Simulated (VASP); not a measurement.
Runs of VASP 6.6.1 on C. The structure is that of space group Pm-3m (No. 221), or close to it. The cells are those of the table. 

```tsv
task	cell	k mesh for the DOS	occupations for the DOS	gap on the mesh (eV)	pressure (GPa)
single point	a = 1.676 Å, 1 atom	-	-	none	75.1
single point	a = 1.621 Å, 1 atom	-	-	none	(a)
single point	a = 1.562 Å, 1 atom	-	-	none	262.7
single point	a = 1.498 Å, 1 atom	-	-	none	439.4
```

Alike in all rows: level PBE; potentials or basis VASP PAW PBE potentials, release 64 (C); no spin polarisation; k mesh 20 × 20 × 20; cutoff (eV) 520; smearing fermi-dirac 0.08 eV.

**Question.** Fill in the values left out.

**Answer.** (a) 147.9.

A gap of «none» marks levels without a gap at the run's occupations.
